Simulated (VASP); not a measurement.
# Na3Mo (Im-3m) in VASP: single point with PBE

Aim: the single point of Na3Mo with PBE.

All numbers are computed with VASP 6.6.1; they aren't measurements. Logs are shortened: lines on timing, memory, paths and dates and some standing lists are left out, and cuts for length are marked.

## (1) The cell of the first run

It takes space group Im-3m (No. 229, cubic). Conventional cell: a = 6.405 Å, b = 6.405 Å, c = 6.405 Å, α = 90.00°, β = 90.00°, γ = 90.00°. Na (site symmetry 4/mmm) has 4 Na at 3.20 Å and 2 Mo at 3.20 Å within 4.2 Å. Mo (site symmetry m-3m) has 6 Na at 3.20 Å within 4.2 Å.

The cell was generated, and may not be a known phase.

## (2) Single point, PBE, collinear spin

The input, INCAR:

```
SYSTEM = Na3Mo
PREC = Accurate
ENCUT = 520
EDIFF = 1E-6
ISMEAR = 0
SIGMA = 0.1
LREAL = .False.
LASPH = .True.
NELM = 150
ALGO = Fast
ISIF = 2
LWAVE = .False.
LCHARG = .False.
ISPIN = 2
MAGMOM = 0 0 0 4.2
LORBIT = 11
LMAXMIX = 4
GGA = PE
NBANDS = 30
```

The input, KPOINTS:

```
regular mesh
0
Gamma
  10 10 10
  0 0 0
```

The input, POSCAR:

```
Na3Mo
1.0
   -3.2025298080      3.2025298080      3.2025298080
    3.2025298080     -3.2025298080      3.2025298080
    3.2025298080      3.2025298080     -3.2025298080
Na Mo
3 1
Direct
    0.0000000000      0.5000000000      0.5000000000
    0.5000000000      0.0000000000      0.5000000000
    0.5000000000      0.5000000000      0.0000000000
    0.0000000000      0.0000000000      0.0000000000
```

Potentials or basis: VASP PAW PBE potentials, release 64 (Na_pv, Mo_sv).

Started as:

```sh
> cat potpaw_PBE.64/Na_pv/POTCAR potpaw_PBE.64/Mo_sv/POTCAR > POTCAR
> mpirun -np 1 vasp_std > vasp.out
```

OUTCAR:

```text
SYSTEM = Na3Mo
   PREC = Accurate
   ENCUT = 520
   EDIFF = 1E-6
   ISMEAR = 0
   LREAL = .False.
   LASPH = .True.
   NELM = 150
   ISIF = 2
   ISPIN = 2
   LORBIT = 11
   GGA = PE

 ion  position               nearest neighbor table
   1  0.000  0.500  0.500-
   2  0.500  0.000  0.500-
   3  0.500  0.500  0.000-
   4  0.000  0.000  0.000-

  LATTYP: Found a body centered cubic cell.
 ALAT       =     6.4050596160

  Lattice vectors:

 A1 = (  -3.2025298080,   3.2025298080,   3.2025298080)
 A2 = (   3.2025298080,  -3.2025298080,   3.2025298080)
 A3 = (   3.2025298080,   3.2025298080,  -3.2025298080)

Analysis of symmetry for initial positions (statically):
=====================================================================
 Subroutine PRICEL returns:
 Original cell was already a primitive cell.

 Routine SETGRP: Setting up the symmetry group for a
 body centered cubic supercell.

 Subroutine GETGRP returns: Found 48 space group operations
 (whereof 48 operations were pure point group operations)
 out of a pool of 48 trial point group operations.

The static configuration has the point symmetry O_h .

Analysis of symmetry for dynamics (positions and initial velocities):
=====================================================================
 Subroutine PRICEL returns:
 Original cell was already a primitive cell.

 Routine SETGRP: Setting up the symmetry group for a
 body centered cubic supercell.

 Subroutine GETGRP returns: Found 48 space group operations
 (whereof 48 operations were pure point group operations)
 out of a pool of 48 trial point group operations.

The dynamic configuration has the point symmetry O_h .

Analysis of structural, dynamic, and magnetic symmetry:
=====================================================================
 Subroutine PRICEL returns:
 Original cell was already a primitive cell.

 Routine SETGRP: Setting up the symmetry group for a
 body centered cubic supercell.

 Subroutine GETGRP returns: Found 48 space group operations
 (whereof 48 operations were pure point group operations)
 out of a pool of 48 trial point group operations.

The overall configuration has the point symmetry O_h .

 Subroutine INISYM returns: Found 48 space group operations
 (whereof 48 operations are pure point group operations),
 and found     1 'primitive' translations

----------------------------------------------------------------------------------------

                                     Primitive cell

  volume of cell :     131.3831

  direct lattice vectors                    reciprocal lattice vectors
    -3.202529808  3.202529808  3.202529808     0.000000000  0.156126572  0.156126572
     3.202529808 -3.202529808  3.202529808     0.156126572  0.000000000  0.156126572
     3.202529808  3.202529808 -3.202529808     0.156126572  0.156126572  0.000000000

  length of vectors
     5.546944340  5.546944340  5.546944340     0.220796315  0.220796315  0.220796315

  position of ions in fractional coordinates (direct lattice)
     0.000000000  0.500000000  0.500000000
     0.500000000  0.000000000  0.500000000
     0.500000000  0.500000000  0.000000000
     0.000000000  0.000000000  0.000000000

  ion indices of the primitive-cell ions
   primitive index   ion index
                 1           1
                 2           2
                 3           3
                 4           4

----------------------------------------------------------------------------------------

 KPOINTS: regular mesh

Automatic generation of k-mesh.
 Grid dimensions read from file:
 generate k-points for:   10   10   10

 Generating k-lattice:

  Cartesian coordinates                     Fractional coordinates (reciprocal lattice)
     0.000000000  0.015612657  0.015612657     0.100000000  0.000000000  0.000000000
     0.015612657  0.000000000  0.015612657     0.000000000  0.100000000  0.000000000
     0.015612657  0.015612657  0.000000000     0.000000000  0.000000000  0.100000000

  Length of vectors
     0.022079632  0.022079632  0.022079632

  Shift w.r.t. Gamma in fractional coordinates (k-lattice)
     0.000000000  0.000000000  0.000000000

 Subroutine IBZKPT returns following result:
 ===========================================

 Found     47 irreducible k-points:

 Following reciprocal coordinates:
            Coordinates               Weight
  0.000000  0.000000  0.000000      1.000000
  0.100000  0.000000  0.000000     12.000000
  0.200000  0.000000  0.000000     12.000000
  0.300000  0.000000  0.000000     12.000000
  0.400000  0.000000  0.000000     12.000000
  0.500000  0.000000  0.000000      6.000000
[... 16 lines left out ...]
  0.300000  0.300000  0.100000      8.000000
 -0.300000  0.300000  0.100000     24.000000
 [... further k-points ...]
   k-points           NKPTS =     47   k-points in BZ     NKDIM =     47   number of bands    NBANDS=     30
   number of dos      NEDOS =    301   number of ions     NIONS =      4
   total plane-waves  NPLWV =  74088
   dimension x,y,z NGX =    42 NGY =   42 NGZ =   42
   dimension x,y,z NGXF=    84 NGYF=   84 NGZF=   84
   ions per type =               3   1
   NGX,Y,Z   is equivalent  to a cutoff of  12.59, 12.59, 12.59 a.u.
   NGXF,Y,Z  is equivalent  to a cutoff of  25.18, 25.18, 25.18 a.u.
 SYSTEM =  Na3Mo
   PREC   = accura    normal or accurate (medium, high low for compatibility)
   ISTART =      0    job   : 0-new  1-cont  2-samecut
   ICHARG =      2    charge: 1-file 2-atom 10-const
   ISPIN  =      2    spin polarized calculation?
   LNONCOLLINEAR =      F non collinear calculations
   LSORBIT =      F    spin-orbit coupling
   LASPH  =      T    aspherical Exc in radial PAW
   ENCUT  =  520.0 eV  38.22 Ry    6.18 a.u.  10.31 10.31 10.31*2*pi/ulx,y,z
   NELM   =    150;   NELMIN=  2; NELMDL= -5     # of ELM steps
   EDIFF  = 0.1E-05   stopping-criterion for ELM
   LREAL  =      F    real-space projection
   EDIFFG = 0.1E-04   stopping-criterion for IOM
   NSW    =      0    number of steps for IOM
   IBRION =     -1    ionic relax: 0-MD 1-quasi-New 2-CG
   NFREE  =      0    steps in history (QN), initial steepest desc. (CG)
   ISIF   =      2    stress and relaxation
   ISYM   =      2    0-nonsym 1-usesym 2-fastsym
   POTIM  = 0.5000    time-step for ionic-motion
   TEBEG  =    0.0;   TEEND  =   0.0 temperature during run
   PSTRESS=    0.0 pullay stress
   NELECT =      35.0000    total number of electrons
   NUPDOWN=      -1.0000    fix difference up-down
   EMIN   =  10.00;   EMAX   =-10.00  energy-range for DOS
   EFERMI =   0.00;   METHOD = LEGACY
   ISMEAR =     0;   SIGMA  =   0.10  broadening in eV -4-tet -1-fermi 0-gaus
   EFERMI_NEDOS =   21; number of points for ismear=-14 and -15
   IALGO  =     68    algorithm
   IMIX   =      4    mixing-type and parameters
     AMIX     =   0.40;   BMIX     =  1.00
     AMIX_MAG =   1.60;   BMIX_MAG =  1.00
  volume/ion in A,a.u.               =      32.85       221.65
  Fermi-wavevector in a.u.,A,eV,Ry     =   1.053378  1.990596 15.097102  1.109606
  Thomas-Fermi vector in A             =   2.188498
   LORBIT       =     11    0 simple, 1 ext, 2 COOP (PROOUT), +10 PAW based schemes
   GGA     = PE    functional components
   LHFCALC =     F    Hartree Fock is set to
   AEXX    =    0.0000 exact exchange contribution
   IVDW    =     0    specifies the selected vdW correction
   LEPSILON=     F    determine dielectric tensor
   LRPA    =     F    only Hartree local field effects (RPA)
 spin polarized calculation
 RMM-DIIS sequential band-by-band and
 Gauss-broadening in eV      SIGMA  =   0.10
  energy-cutoff  :      520.00
  volume of cell :      131.38
 maximum number of plane-waves:      3564
 NGX is ok and might be reduce to    42
   NGX = 21   NGY = 21   NGZ = 21

 number of electron      35.0000040 magnetization       4.7004479

 Free energy of the ion-electron system (eV)
  ---------------------------------------------------
  ext. energy  EPLUGINS =         0.00000000
  ---------------------------------------------------
  free energy    TOTEN  =        -9.99850521 eV

  energy without entropy =       -9.98956133  energy(sigma->0) =       -9.99403327

 E-fermi :   1.4420     XC(G=0):  -7.4223

 val. band max:        1.4288221742   @ k =  -0.4000   0.4000   0.4000
 cond. band min:       1.4643977677   @ k =   0.3000   0.2000   0.2000
 fundamental gap:      0.0355755934
 Fermi energy:         1.4419642542

 spin component 1

 k-point     1 :       0.0000    0.0000    0.0000
  band No.  band energies     occupation
      1     -60.3454      1.00000
      2     -34.5746      1.00000
      3     -34.5746      1.00000
      4     -34.5746      1.00000
      5     -23.2770      1.00000
      6     -23.2770      1.00000
[... 757 lines left out ...]
     28       7.7511      0.00000
     29       8.5794      0.00000

 [... further k-points ...]

 spin component 2

 k-point     1 :       0.0000    0.0000    0.0000
  band No.  band energies     occupation
      1     -57.9962      1.00000
      2     -31.9647      1.00000
      3     -31.9647      1.00000
      4     -31.9647      1.00000
      5     -23.2874      1.00000
      6     -23.2874      1.00000
[... 757 lines left out ...]
     28       8.0465      0.00000
     29       9.0050      0.00000

 [... further k-points ...]

 [bands above 29 left out]

------------------------ aborting loop because EDIFF is reached ----------------------------------------

  FORCE on cell =-STRESS in cart. coord.  units (eV):
  Direction    XX          YY          ZZ          XY          YZ          ZX
  --------------------------------------------------------------------------------------
  -------------------------------------------------------------------------------------
  Total        0.0315512      0.0315512      0.0315512      0.0000000     -0.0000000      0.0000000
  in kB        0.3847570      0.3847570      0.3847570      0.0000000     -0.0000000      0.0000000
  external PRESSURE =       0.3847570 kB  Pullay stress =       0.0000000 kB

 VOLUME and BASIS-vectors are now :
 -----------------------------------------------------------------------------
  energy-cutoff  :      520.00
  volume of cell :      131.38
      direct lattice vectors                 reciprocal lattice vectors
    -3.202529808  3.202529808  3.202529808     0.000000000  0.156126572  0.156126572
     3.202529808 -3.202529808  3.202529808     0.156126572  0.000000000  0.156126572
     3.202529808  3.202529808 -3.202529808     0.156126572  0.156126572  0.000000000

 POSITION                                       TOTAL-FORCE (eV/Angst)
 -----------------------------------------------------------------------------------
      3.20253      0.00000      0.00000        -0.000000      0.000000     -0.000000
      0.00000      3.20253      0.00000        -0.000000      0.000000     -0.000000
      0.00000      0.00000      3.20253         0.000000     -0.000000      0.000000
      0.00000      0.00000      0.00000        -0.000000     -0.000000      0.000000
 -----------------------------------------------------------------------------------
    total drift:                               -0.000000     -0.000000      0.000000

  FREE ENERGIE OF THE ION-ELECTRON SYSTEM (eV)
  ---------------------------------------------------
  free  energy   TOTEN  =        -9.9985052096 eV

  energy  without entropy=       -9.9895613256  energy(sigma->0) =       -9.99403327

 total charge

# of ion       s       p       d       tot
------------------------------------------
    1        0.105   5.970   0.000   6.075
    2        0.105   5.970   0.000   6.075
    3        0.105   5.970   0.000   6.075
    4        2.294   5.986   3.871  12.150
--------------------------------------------------
tot          2.610  23.896   3.871  30.377

 magnetization (x)

# of ion       s       p       d       tot
------------------------------------------
    1       -0.010   0.005   0.000  -0.006
    2       -0.010   0.005   0.000  -0.006
    3       -0.010   0.005   0.000  -0.006
    4        0.118   0.028   3.584   3.730
--------------------------------------------------
tot          0.087   0.042   3.584   3.713
```

Run time: 13 min. Hardware: 1 thread of Intel Xeon 8259CL, shared host; peak memory 0.48 GiB.

Results:

```
Free energy                                           : -9.9985 eV
Pressure                                              : 0.0 GPa
Net moment                                            : 4.70 μB per cell
Site moments                                          : Na -0.01; Mo +3.73 μB
Valence electrons inside the program's atomic spheres : Na 6.08; Mo 12.15
```

Levels at points of the mesh, in eV from the Fermi level:
Spin up:
```csv
k point,band 17,band 18,band 19,band 20,band 21,band 22,band 23,band 24
"(0.00, 0.00, 0.00)",-1.60,-1.58,-1.58,2.81,2.81,2.81,3.81,3.81
"(0.50, 0.00, 0.00)",-1.55,-1.54,-1.30,-1.29,1.36,2.07,2.78,3.24
"(0.50, 0.50, 0.50)",-1.34,-1.34,-1.34,-0.07,-0.07,-0.07,1.97,1.97
```
Spin down:
| k point | band 13 | band 14 | band 15 | band 16 | band 17 | band 18 |
| --- | --- | --- | --- | --- | --- | --- |
| (0.00, 0.00, 0.00) | -24.64 | -3.40 | 0.76 | 0.76 | 0.76 | 1.03 |
| (0.50, 0.00, 0.00) | -24.65 | -1.66 | -1.37 | 0.33 | 0.76 | 1.07 |
| (0.50, 0.50, 0.50) | -24.65 | -0.34 | -0.34 | 0.30 | 0.30 | 0.30 |
